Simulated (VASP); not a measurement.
Here is a VASP 6.6.1 calculation.

INCAR

```
  ALGO = Normal
  EDIFF = 1E-6
  ENCUT = 520
  GGA = CA
  ISIF = 2
  ISMEAR = 1
  LASPH = T
  LCHARG = T
  LELF = T
  LREAL = F
  LVHAR = T
  LWAVE = F
  NBANDS = 12
  NELM = 100
  PREC = Accurate
  SIGMA = 0.05
```

File KPOINTS:

```
k-points
0
Gamma
  12 12 12
```

Contents of POSCAR:

```
Ti
1.0
    0.0000000000      2.0300000000      2.0300000000
    2.0300000000      0.0000000000      2.0300000000
    2.0300000000      2.0300000000      0.0000000000
Ti
1
Direct
    0.0000000000      0.0000000000      0.0000000000
```

Potentials or basis: VASP PAW LDA potentials, release 64 (Ti_sv).

The run is started by

```console
$ cat potpaw_LDA.64/Ti_sv/POTCAR > POTCAR
$ mpirun -np 1 vasp_std > vasp.out
```

Estimate the band gap on the k mesh.

zero (band 6 reaches 9.25 eV, above the bottom of band 7 at 8.00 eV).

What does it give for the pressure?

-5.2 GPa.
